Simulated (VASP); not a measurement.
C, 10 atoms in the cell. The typed cell holds 10 atoms: a = 3.650 Å, b = 2.465 Å, c = 10.323 Å, α = 85.43°, β = 83.77°, γ = 90.00°. 

* Program: VASP 6.6.1
* Task: single point
* Functional: PBE
* Dispersion: D3(BJ)
* Potentials or basis: VASP PAW PBE potentials, release 64 (C)
* Cutoff: 520 eV
* k mesh: 7 × 11 × 3
* Occupations: gaussian, width 0.05 eV
* Spin: no spin polarisation
* Dipole correction: no
* Further INCAR settings: ALGO = Normal; EDIFF = 1e-07; NBANDS = 31

Potentials or basis: VASP PAW PBE potentials, release 64 (C).

The run is started by

```bash
$ cat potpaw_PBE.64/C/POTCAR > POTCAR
$ mpirun -np 1 vasp_std > vasp.out
```

Hardware: 1 thread of Intel(R) Xeon(R) Platinum 8375C CPU @ 2.90GHz (Ice Lake), with other jobs on the host.

How long does it take, and how much memory?

Wall time 4.8 min on 1 thread of Intel(R) Xeon(R) Platinum 8375C CPU @ 2.90GHz (Ice Lake), on a shared host, peak memory 0.34 GiB. Counts: scf iterations 15, k points 116.
